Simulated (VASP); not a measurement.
Wanted: the native input for a VASP 6.6.1 run.

| Quantity | Value |
| --- | --- |
| Task | single point |
| Functional | r2SCAN |
| Potentials or basis | VASP PAW PBE potentials, release 64 (Al, Ga_d, N_h) |
| Cutoff | 1460 eV |
| k mesh | 8 × 8 × 6 |
| Occupations | gaussian, width 0.05 eV |
| Spin | no spin polarisation |
| Dipole correction | no |
| Further INCAR settings | ALGO = Normal; EDIFF = 1e-06; NBANDS = 21 |

The system is AlGaN2.

```
CELL_PARAMETERS angstrom
3.04266 0.00000 0.00000
0.00000 3.04266 0.00000
0.00000 0.00000 4.71405
ATOMIC_POSITIONS crystal
Al 0.50000 0.50000 0.50000
Ga 0.00000 0.00000 0.00000
N 0.50000 0.00000 0.73826
N 0.00000 0.50000 0.26174
```

This cell differs from its parent crystal: ratio of the length along z to the lengths across it x 1.1, volume and fractional coordinates fixed.

These files were run (other wordings do the same):

POSCAR

```
AlGaN2
1.0
    3.0426596441      0.0000000000      0.0000000000
    0.0000000000      3.0426596441      0.0000000000
    0.0000000000      0.0000000000      4.7140516040
Al Ga N
1 1 2
Direct
    0.5000000000      0.5000000000      0.5000000000
    0.0000000000      0.0000000000      0.0000000000
    0.5000000000      0.0000000000      0.7382648100
    0.0000000000      0.5000000000      0.2617351900
```

INCAR.step1

```
SYSTEM = AlGaN2
PREC = Accurate
ENCUT = 1460
ISMEAR = 0
SIGMA = 0.05
LREAL = .FALSE.
LASPH = .TRUE.
NELM = 120
NBANDS = 21
GGA = PE
ALGO = Normal
EDIFF = 1E-5
LWAVE = .TRUE.
LCHARG = .FALSE.
GGA_COMPAT = .FALSE.
```

INCAR.step2

```
SYSTEM = AlGaN2
PREC = Accurate
ENCUT = 1460
EDIFF = 1E-6
ISMEAR = 0
SIGMA = 0.05
LREAL = .FALSE.
LASPH = .TRUE.
NELM = 120
ALGO = Normal
ISIF = 2
LWAVE = .FALSE.
LCHARG = .FALSE.
METAGGA = R2SCAN
LMIXTAU = .TRUE.
NBANDS = 21
ISTART = 1
GGA_COMPAT = .FALSE.
```

KPOINTS

```
Automatic mesh
0
G
  8 8 6
  0 0 0
```

Potentials or basis: VASP PAW PBE potentials, release 64 (Al, Ga_d, N_h).

Command:

```sh
$ cat potpaw_PBE.64/Al/POTCAR potpaw_PBE.64/Ga_d/POTCAR potpaw_PBE.64/N_h/POTCAR > POTCAR
$ cp INCAR.step1 INCAR
$ mpirun -np 1 vasp_std > vasp.out
$ cp INCAR.step2 INCAR
$ mpirun -np 1 vasp_std > vasp.out
```

It gave:

| Item | Value |
| --- | --- |
| Pressure | -0.6 GPa |
| Largest force | 0.154 eV/Å |
| Band gap on the k mesh | 3.15 eV |

Caveat: the stress differs along the axes, from -12 to 5 GPa; the PAW data sets were made with another functional, which shifts forces and pressure a little.

Run time: 6.7 min on 1 thread of Intel(R) Xeon(R) Platinum 8488C (Sapphire Rapids), on a shared host, peak memory 0.52 GiB.
